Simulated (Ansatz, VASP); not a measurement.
BN: VASP beside Ansatz

```xyz
4
Lattice="2.5440 0.0000 0.0000 -1.2720 2.2031 0.0000 0.0000 0.0000 4.2077" Properties=species:S:1:pos:R:3 pbc="T T T"
B     1.2720    0.7344    4.2069
B     0.0000    1.4688    2.1030
N     1.2720    0.7344    2.6307
N     0.0000    1.4688    0.5268
```

Alike in both runs: task single point; functional r2SCAN; k mesh 12 × 12 × 6; occupations gaussian, width 0.02 eV; no spin polarisation.

```csv
,VASP,Ansatz
version,VASP 6.6.1,Ansatz 0.2.0
potentials or method,"VASP PAW PBE potentials, release 64 (B, N), cutoff 520 eV","scalar-relativistic, plane waves, PAW"
valence electrons in the cell,16,16
```

```tsv
	VASP	Ansatz	Ansatz less VASP
gap on the k mesh at the Fermi level (eV)	5.72	5.75	+0.034
least direct gap on the mesh (eV)	8.98	9.01	+0.028
```

VASP's potentials were made for PBE, not for r2SCAN. The functional is the same, so the differences come from potentials, cutoffs and numerics.
